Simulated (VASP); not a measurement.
Wanted: the native input for a VASP 6.6.1 run.

```yaml
Task: single point
Functional: PBE
Potentials_or_basis: VASP PAW PBE potentials, release 64 (Al, H)
Cutoff: 520 eV
k_mesh: 6 × 6 × 1
Occupations: gaussian, width 0.1 eV
Spin: collinear spin
Starting_moments: "[0.0, 0.0, 0.0, 0.0, 0.0, 0.0, 0.0, 0.0, 0.0, 0.0, 0.0, 0.0, 1.0] μB"
Dipole_correction: yes
Further_INCAR_settings: ALGO = Normal; EDIFF = 1e-07; NBANDS = 34
```

The structure of Al12H lies in POSCAR:

```
Al12H
1.0
    5.7143028096      0.0000000000      0.0000000000
   -2.8571514048      4.9487313980      0.0000000000
    0.0000000000      0.0000000000     21.6016424764
Al H
12 1
Direct
    0.3333333333      0.1666666667      0.1851711047
    0.3333333333      0.6666666667      0.1851711047
    0.8333333333      0.1666666667      0.1851711047
    0.8333333333      0.6666666667      0.1851711047
    0.1666666667      0.3333333333      0.2916873740
    0.1666666667      0.8333333333      0.2916873740
    0.6666666667      0.3333333333      0.2916873740
    0.6666666667      0.8333333333      0.2916873740
    0.0000000000      0.0000000000      0.3981939098
    0.0000000000      0.5000000000      0.3981939098
    0.5000000000      0.0000000000      0.3981939098
    0.5000000000      0.5000000000      0.3981939098
    0.3333333333     -0.3333333333      0.4069895373
```

The input as run:

INCAR

```
PREC = Accurate
ENCUT = 520
EDIFF = 1E-7
ISMEAR = 0
SIGMA = 0.1
LREAL = F
LASPH = T
NELM = 150
ALGO = Normal
ISIF = 2
LWAVE = F
LCHARG = F
ISPIN = 2
MAGMOM = 0 0 0 0 0 0 0 0 0 0 0 0 1
LORBIT = 11
LDIPOL = T
IDIPOL = 3
DIPOL = 0.5 0.5 0.301
GGA = PE
NBANDS = 34
```

KPOINTS

```
regular mesh
0
Gamma
  6 6 1
```

Potentials or basis: VASP PAW PBE potentials, release 64 (Al, H).

Command:

```sh
$ cat potpaw_PBE.64/Al/POTCAR potpaw_PBE.64/H/POTCAR > POTCAR
$ mpirun -np 1 vasp_std > vasp.out
```

Results of the run:

```yaml
Largest_force: 1.530 eV/Å
Net_moment: 0.00 μB per cell
Valence_electrons_inside_the_program's_atomic_spheres: Al 0.76, 0.78 (each value once); H 0.65
```

Wall time 9.6 min on 1 thread of Intel(R) Xeon(R) 6975P-C (Granite Rapids), on a shared host, peak memory 0.89 GiB.
